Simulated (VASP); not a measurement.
Set up this calculation in VASP 6.6.1, as the native input.

| Item | Value |
| --- | --- |
| Task | single point |
| Functional | PBE |
| Potentials or basis | VASP PAW PBE potentials, release 64 (Li_sv, Se) |
| Cutoff | 520 eV |
| k mesh | 6 × 6 × 2 |
| Occupations | gaussian, width 0.1 eV |
| Spin | no spin polarisation |
| Dipole correction | no |
| Further INCAR settings | ALGO = Normal; EDIFF = 1e-07; NBANDS = 18 |

The structure of LiSe3 lies in POSCAR:

```
LiSe3
1.0
    3.9651025698      0.0000000000      0.0000000000
   -1.9825512849      3.4338795540      0.0000000000
    0.0000000000      0.0000000000      7.4253283458
Li Se
1 3
Direct
    0.0000000000      0.0000000000      0.5000000000
    0.6666666667      0.3333333333      0.6733547699
    0.6666666667      0.3333333333      0.3266452301
    0.6666666667      0.3333333333      0.0000000000
```

These files were run (other wordings do the same):

INCAR

```
SYSTEM = LiSe3
  ALGO = Normal
  EDIFF = 1E-7
  ENCUT = 520
  GGA = PE
  ISIF = 2
  ISMEAR = 0
  LASPH = .TRUE.
  LCHARG = .FALSE.
  LREAL = .FALSE.
  LWAVE = .FALSE.
  NBANDS = 18
  NELM = 80
  PREC = Accurate
  SIGMA = 0.1
```

KPOINTS

```
k-points
0
G
  6 6 2
  0 0 0
```

Potentials or basis: VASP PAW PBE potentials, release 64 (Li_sv, Se).

Launch:

```console
$ cat potpaw_PBE.64/Li_sv/POTCAR potpaw_PBE.64/Se/POTCAR > POTCAR
$ mpirun -np 1 vasp_std > vasp.out
```

Run time: 15 s on 1 thread of Intel(R) Xeon(R) 6975P-C (Granite Rapids), on a shared host, peak memory 0.21 GiB.
